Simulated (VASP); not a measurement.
Here is a VASP 6.6.1 calculation.

Contents of INCAR:

```
SYSTEM = GaN
PREC     = Accurate       ! precision mode
ENCUT    = 520            ! plane-wave cutoff, eV
EDIFF    = 1E-6           ! SCF threshold, eV
ISMEAR   = 0              ! smearing method
SIGMA    = 0.02           ! smearing width, eV
LREAL    = Auto         
LASPH    = .TRUE.         ! aspherical terms in the spheres
NELM     = 60             ! most SCF steps
ALGO     = Normal         ! electronic algorithm
ISIF     = 2              ! what is computed and relaxed
LWAVE    = .FALSE.        ! write WAVECAR
LCHARG   = .TRUE.         ! write CHGCAR
GGA      = PS             ! functional
LELF     = .TRUE.         ! ELF
LVHAR    = .TRUE.       
NBANDS   = 186            ! bands
```

File KPOINTS:

```
Automatic mesh
0
Gamma
  2 2 2
  0.5 0.5 0.5
```

File POSCAR:

```
GaN
1.0
   -4.7742026332      2.7563871754      5.1851995025
    0.0000000000     -5.5127743508      5.1851995025
    4.7742026331      2.7563871755      5.1851995025
Ga N
18 18
Direct
    0.3886138100      0.7219471433      0.3886138100
    0.7219471433      0.3886138100      0.3886138100
    0.0552804766      0.7219471433      0.7219471433
    0.0552804766      0.0552804766      0.3886138100
    0.3886138100      0.3886138100      0.7219471433
    0.7219471433      0.7219471433      0.0552804766
    0.7219471433      0.0552804766      0.7219471433
    0.0552804766      0.3886138100      0.0552804766
    0.3886138100      0.0552804766      0.0552804766
    0.7775026989      0.7775026989      0.4441693655
    0.1108360322      0.4441693655      0.4441693655
    0.4441693655      0.7775026989      0.7775026989
    0.4441693655      0.1108360322      0.4441693655
    0.7775026989      0.4441693655      0.7775026989
    0.1108360322      0.7775026989      0.1108360322
    0.1108360322      0.1108360322      0.7775026989
    0.4441693655      0.4441693655      0.1108360322
    0.7775026989      0.1108360322      0.1108360322
    0.5141639678      0.8474973011      0.5141639678
    0.8474973011      0.5141639678      0.5141639678
    0.1808306345      0.8474973011      0.8474973011
    0.1808306345      0.1808306345      0.5141639678
    0.5141639678      0.5141639678      0.8474973011
    0.8474973011      0.8474973011      0.1808306345
    0.8474973011      0.1808306345      0.8474973011
    0.1808306345      0.5141639678      0.1808306345
    0.5141639678      0.1808306345      0.1808306345
    0.5697195234      0.5697195234      0.2363861900
    0.9030528567      0.2363861900      0.2363861900
    0.2363861900      0.5697195234      0.5697195234
    0.2363861900      0.9030528567      0.2363861900
    0.5697195234      0.2363861900      0.5697195234
    0.9030528567      0.5697195234      0.9030528567
    0.9030528567      0.9030528567      0.5697195234
    0.2363861900      0.2363861900      0.9030528567
    0.5697195234      0.9030528567      0.9030528567
```

Potentials or basis: VASP PAW PBE potentials, release 64 (Ga_d, N).

Run with:

```console
$ cat potpaw_PBE.64/Ga_d/POTCAR potpaw_PBE.64/N/POTCAR > POTCAR
$ mpirun -np 1 vasp_std > vasp.out
```

**Question.** What does it give for the band gap on the k mesh?

**Answer.** 3.25 eV.

**Question.** Estimate the pressure.

**Answer.** -0.2 GPa.

Forces in eV/Å, atoms in the order of the input:
```
Ga   0.000  0.000  0.001
Ga   0.000  0.000  0.001
Ga   0.000  0.000  0.001
Ga   0.000  0.000  0.001
Ga   0.000  0.000  0.001
Ga   0.000  0.000  0.001
Ga   0.000  0.000  0.001
Ga   0.000  0.000  0.001
Ga   0.000  0.000  0.001
Ga   0.000  0.000  0.001
Ga   0.000  0.000  0.001
Ga   0.000  0.000  0.001
Ga   0.000  0.000  0.001
Ga   0.000  0.000  0.001
Ga   0.000  0.000  0.001
Ga   0.000  0.000  0.001
Ga   0.000  0.000  0.001
Ga   0.000  0.000  0.001
N    0.000  0.000  0.000
N    0.000  0.000  0.000
N    0.000  0.000  0.000
N    0.000  0.000  0.000
N    0.000  0.000  0.000
N    0.000  0.000  0.000
N    0.000  0.000  0.000
N    0.000  0.000  0.000
N    0.000  0.000  0.000
N    0.000  0.000 -0.002
N    0.000  0.000 -0.002
N    0.000  0.000 -0.002
N    0.000  0.000 -0.002
N    0.000  0.000 -0.002
N    0.000  0.000 -0.002
N    0.000  0.000 -0.002
N    0.000  0.000 -0.002
N    0.000  0.000 -0.002
```

Caveat: the PAW data sets were made with another functional, which shifts forces and pressure a little; a shifted mesh leaves out Γ, where band edges can lie. A k mesh can miss the band edges.
